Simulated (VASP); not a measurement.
Input of a VASP 6.6.1 run:

The input INCAR:

```
  ALGO = Normal
  EDIFF = 1E-6
  ENCUT = 520
  GGA = PS
  ISIF = 2
  ISMEAR = -1
  IVDW = 12
  LASPH = T
  LCHARG = F
  LREAL = F
  LWAVE = F
  NBANDS = 12
  NELM = 60
  PREC = Accurate
  SIGMA = 0.05
```

The input KPOINTS:

```
k-points
0
Gamma
  13 13 13
```

File POSCAR:

```
Cu
1.0
   -1.4096996556      1.4096996556      1.3644385702
    1.4096996556     -1.4096996556      1.3644385702
    1.4096996556      1.4096996556     -1.3644385702
Cu
1
Direct
    0.0000000000      0.0000000000      0.0000000000
```

Potentials or basis: VASP PAW PBE potentials, release 64 (Cu).

The run is started by

```bash
$ cat potpaw_PBE.64/Cu/POTCAR > POTCAR
$ mpirun -np 1 vasp_std > vasp.out
```

Task: Predict the band gap on the k mesh.

Result: Zero (an odd number of electrons rules out a gap without spin polarisation).

Task: Estimate the pressure.

Result: 0.8 GPa.

Task: What does it give for the dispersion energy per atom?

Result: -0.571 eV.

Caveat: the PAW data sets were made with another functional, which shifts forces and pressure a little.
